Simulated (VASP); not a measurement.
The system is Al.

```
CELL_PARAMETERS angstrom
0.00000 2.02481 2.02481
2.02481 0.00000 2.02481
2.02481 2.02481 0.00000
ATOMIC_POSITIONS crystal
Al 0.00000 0.00000 0.00000
```

Base run:

| Quantity | Value |
| --- | --- |
| Program | VASP 6.6.1 |
| Functional | PBEsol |
| Potentials or basis | VASP PAW PBE potentials, release 64 (Al) |
| Cutoff | 500 eV |
| k mesh | 14 × 14 × 14 |
| Occupations | methfessel-paxton, width 0.05 eV |
| Spin | no spin polarisation |

Its results: band gap on the k mesh zero (an odd number of electrons rules out a gap without spin polarisation); pressure -2.2 GPa.

After a change of settings the same cell gave: band gap on the k mesh zero (an odd number of electrons rules out a gap without spin polarisation); pressure -0.8 GPa. Which change was it?
A. functional from PBEsol to revPBE
B. functional from PBEsol to RPBE
C. functional from PBEsol to LDA; potentials or basis from VASP PAW PBE potentials, release 64 (Al) to VASP PAW LDA potentials, release 64 (Al)
D. functional from PBEsol to PBE

D.

PBE binds less tightly than PBEsol, so the same cell stands under more pressure.

Caveats: the PAW data sets were made with another functional, which shifts forces and pressure a little (at least some runs).
